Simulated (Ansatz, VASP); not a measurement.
## One calculation of Mo, two programs

```
Mo
1.0
    -1.56074    1.56465    1.56074
     1.56857   -1.56465    1.56857
     1.56074    1.56465   -1.56074
Mo
1
Direct
  0.00000 0.00000 0.00000
```

Change from the starting cell: strain +0.0050 x Voigt [0, 0, 0, 0, 1, 0], atoms carried along.

Alike in both runs: task single point; functional PBEsol; k mesh 26 × 26 × 26; occupations gaussian, width 0.15 eV; no spin polarisation.

|  | VASP | Ansatz |
| --- | --- | --- |
| version | VASP 6.6.1 | Ansatz 0.2.0 |
| potentials or method | VASP PAW PBE potentials, release 64 (Mo_sv), cutoff 520 eV | scalar-relativistic, plane waves, PAW |
| valence electrons in the cell | 14 | 14 |

VASP gave:

- gap on the k mesh at the Fermi level (eV): none
- pressure (GPa): 0.7
- traceless stress, the component that is largest in VASP (GPa): -0.53

What did Ansatz give for the same quantities?

gap on the k mesh at the Fermi level (eV): none; pressure (GPa): 0.1; traceless stress, the component that is largest in VASP (GPa): -0.53.

VASP's potentials were made for PBE, not for PBEsol. A gap of «none» marks a metal or a gap that the smearing closes.
